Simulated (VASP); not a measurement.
Crystal: NiO.

```
CELL_PARAMETERS angstrom
0.00000 2.09131 2.09131
2.09131 0.00000 2.09131
2.09131 2.09131 0.00000
ATOMIC_POSITIONS crystal
Ni 0.00000 0.00000 0.00000
O 0.50000 0.50000 0.50000
```

Base run:

| Property | Result |
| --- | --- |
| Program | VASP 6.6.1 |
| Functional | PBEsol |
| Potentials or basis | VASP PAW PBE potentials, release 64 (Ni, O) |
| Cutoff | 520 eV |
| k mesh | 10 × 10 × 10 |
| Occupations | gaussian, width 0.05 eV |
| Spin | no spin polarisation |
| Hubbard terms | Ni d U = 7.2 eV |

Its results: pressure -24.7 GPa.

**Question.** The run is repeated on the same cell with these changes: spin from no spin polarisation to non-collinear spin, typed start, spin-orbit coupling; further incar settings from ALGO = Normal; EDIFF = 1e-06; NBANDS = 15 to ALGO = Normal; EDIFF = 1e-06; NBANDS = 28. What comes out?

**Answer.** Pressure -9.4 GPa; net moment 1.99 μB per cell.

Caveats: the PAW data sets were made with another functional, which shifts forces and pressure a little; U without spin polarisation on a metal has little footing (some runs); a cell with one magnetic atom can't hold antiferromagnetic order, which such compounds often take (some runs).
